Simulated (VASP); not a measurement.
Set up this calculation in VASP 6.6.1, as the native input.

```yaml
Task: single point
Functional: PBE
Potentials_or_basis: VASP PAW PBE potentials, release 64 (Cs_sv, Br)
Cutoff: 500 eV
k_mesh: 3 × 3 × 3
Occupations: fermi-dirac, width 0.02 eV
Spin: no spin polarisation
Dipole_correction: no
Further_INCAR_settings: ALGO = Normal; EDIFF = 1e-06; NBANDS = 15
```

The structure of CsBr lies in POSCAR:

```
CsBr
1.0
    4.2860000000      0.0000000000      0.0000000000
    0.0000000000      4.2860000000      0.0000000000
    0.0000000000      0.0000000000      4.2860000000
Cs Br
1 1
Direct
    0.0000000000      0.0000000000      0.0000000000
    0.5000000000      0.5000000000      0.5000000000
```

One way to write it, as run:

INCAR

```
SYSTEM = CsBr
  ALGO = Normal
  EDIFF = 1E-6
  ENCUT = 500
  GGA = PE
  GGA_COMPAT = .False.
  ISIF = 2
  ISMEAR = -1
  LASPH = .True.
  LCHARG = .False.
  LREAL = .False.
  LWAVE = .False.
  NBANDS = 15
  NELM = 120
  PREC = Accurate
  SIGMA = 0.02
```

KPOINTS

```
k-points
0
Gamma
  3 3 3
  0 0 0
```

Potentials or basis: VASP PAW PBE potentials, release 64 (Cs_sv, Br).

The run is started by

```bash
$ cat potpaw_PBE.64/Cs_sv/POTCAR potpaw_PBE.64/Br/POTCAR > POTCAR
$ mpirun -np 1 vasp_std > vasp.out
```

It gave:

- Pressure: 1.2 GPa
- Band gap on the k mesh: 4.51 eV

Caveat: the k points lie up to 0.49 Å⁻¹ apart; spin-orbit coupling is left out, which moves the levels of the heavy elements.

Wall time 11 s on 1 thread of Intel Xeon 8259CL, with other jobs on the host, peak memory 0.17 GiB.
